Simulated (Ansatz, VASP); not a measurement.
Given: the input of a run of Ansatz 0.2.0 on Ni.

File input.yaml:

```yaml
crystal:
  lattice:
    - [2.4480228978, 0.0, 0.0]
    - [-1.2240114489, 2.1200500186, 0.0]
    - [0.0, 0.0, 4.07280757]
  atoms:
    - { symbol: Ni, position: [0.6666666667, 0.3333333333, 0.75], spin: 1.0 }
    - { symbol: Ni, position: [0.3333333333, 0.6666666667, 0.25], spin: 1.0 }
kpoints:
  mp_grid: { grid: [12, 12, 7] }
scf:
  occupations: { method: fermi_dirac, width: 0.05 }
hamiltonian:
  xc: pbe
  pseudopotentials: { kind: all_electron, lapw: { basis_error: 0.001 } }
magnetization:
  spin_polarized: true
  initial_magnetization: 2.0
  spin_locking: { lock_magnetization: hard }
output:
  forces: true
  stress: true
  eigenvalues: true
```

Potentials or basis: all-electron LAPW, scalar-relativistic.

Command:

```bash
$ ansatz run input.yaml --threads 2 --pin off --max-ram 6144MiB --backend cpu --events-out ev --progress --plain --runs-dir out
```

**Question.** Set up the same calculation for VASP 6.6.1. Potentials there: VASP PAW PBE potentials, release 64 (Ni).

**Answer.** As run (the cutoff follows the program's own potentials):

The input INCAR:

```
SYSTEM = Ni
ALGO = Normal
EDIFF = 1E-6
ENCUT = 600
GGA = PE
GGA_COMPAT = .FALSE.
ISIF = 2
ISMEAR = -1
ISPIN = 2
LASPH = .TRUE.
LCHARG = .FALSE.
LMAXMIX = 4
LORBIT = 11
LREAL = .FALSE.
LWAVE = .FALSE.
MAGMOM = 1 1
NBANDS = 21
NELM = 200
NUPDOWN = 2.0
PREC = Accurate
SIGMA = 0.05
```

File KPOINTS:

```
k-points
0
G
  12 12 7
  0 0 0
```

File POSCAR:

```
Ni
1.0
    2.4480228978      0.0000000000      0.0000000000
   -1.2240114489      2.1200500186      0.0000000000
    0.0000000000      0.0000000000      4.0728075700
Ni
2
Direct
    0.6666666667      0.3333333333      0.7500000000
    0.3333333333      0.6666666667      0.2500000000
```

Potentials or basis: VASP PAW PBE potentials, release 64 (Ni).

Command:

```bash
$ cat potpaw_PBE.64/Ni/POTCAR > POTCAR
$ mpirun -np 1 vasp_std > vasp.out
```

Both were run:

|  | VASP | Ansatz | Ansatz less VASP |
| --- | --- | --- | --- |
| pressure (GPa) | 10.3 | 10.4 | +0.11 |
| traceless stress, the component that is largest in VASP (GPa) | -4.57 | -4.61 | -0.040 |
| size of the moment on the site where the two differ most (μB) | 0.99 | 1.01 | +0.018 |

Site moments also hang on the region over which each program counts them. Ansatz ran all-electron here, and VASP with PAW potentials.
